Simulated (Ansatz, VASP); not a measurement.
## InSb3 in VASP and in Ansatz

File INCAR:

```
ALGO = Normal ; EDIFF = 1E-7
ENCUT = 520 ; GGA = PS
ISIF = 2 ; ISMEAR = 0
LASPH = T ; LCHARG = F
LREAL = F ; LWAVE = F
NBANDS = 22 ; NELM = 60
PREC = Accurate ; SIGMA = 0.15
```

Contents of KPOINTS:

```
k-points
0
Gamma
  8 8 8
```

POSCAR

```
InSb3
1.0
    4.7284623064      0.0000000000      0.0000000000
    0.0000000000      4.7284623064      0.0000000000
    0.0000000000      0.0000000000      4.7284623064
In Sb
1 3
Direct
    0.0000000000      0.0000000000      0.0000000000
    0.5000000000      0.0000000000      0.5000000000
    0.0000000000      0.5000000000      0.5000000000
    0.5000000000      0.5000000000      0.0000000000
```

Input for Ansatz:

```yaml
crystal:
  lattice:
    - [4.7284623064, 0.0, 0.0]
    - [0.0, 4.7284623064, 0.0]
    - [0.0, 0.0, 4.7284623064]
  atoms:
    - { symbol: In, position: [0.0, 0.0, 0.0] }
    - { symbol: Sb, position: [0.5, 0.0, 0.5] }
    - { symbol: Sb, position: [0.0, 0.5, 0.5] }
    - { symbol: Sb, position: [0.5, 0.5, 0.0] }
basis:
  ecutwfc: 420
kpoints:
  mp_grid: { grid: [8, 8, 8] }
hamiltonian:
  xc: pbesol
  pseudopotentials: { kind: paw, azcp: { folder: soft_1 } }
scf:
  occupations: { method: gaussian, width: 0.15 }
output:
  forces: true
  stress: true
  eigenvalues: true
```

Alike in both runs: task single point; functional PBEsol; k mesh 8 × 8 × 8; occupations gaussian, width 0.15 eV; no spin polarisation.

|  | VASP | Ansatz |
| --- | --- | --- |
| version | VASP 6.6.1 | Ansatz 0.2.0 |
| potentials or method | VASP PAW PBE potentials, release 64 (In_d, Sb), cutoff 520 eV | scalar-relativistic, plane waves, PAW |
| valence electrons in the cell | 28 | 58 |

```csv
,VASP,Ansatz,Ansatz less VASP
gap on the k mesh at the Fermi level (eV),none,none,-
pressure (GPa),0.0,0.0,0.00
```

VASP's potentials were made for PBE, not for PBEsol, and Ansatz warns of the same on its side. A gap of «none» marks a metal or a gap that the smearing closes. VASP's potentials hold 28 valence electrons a cell and Ansatz's 58, so a difference there can come from the potentials and not from the codes.

Spin-orbit coupling is off throughout.
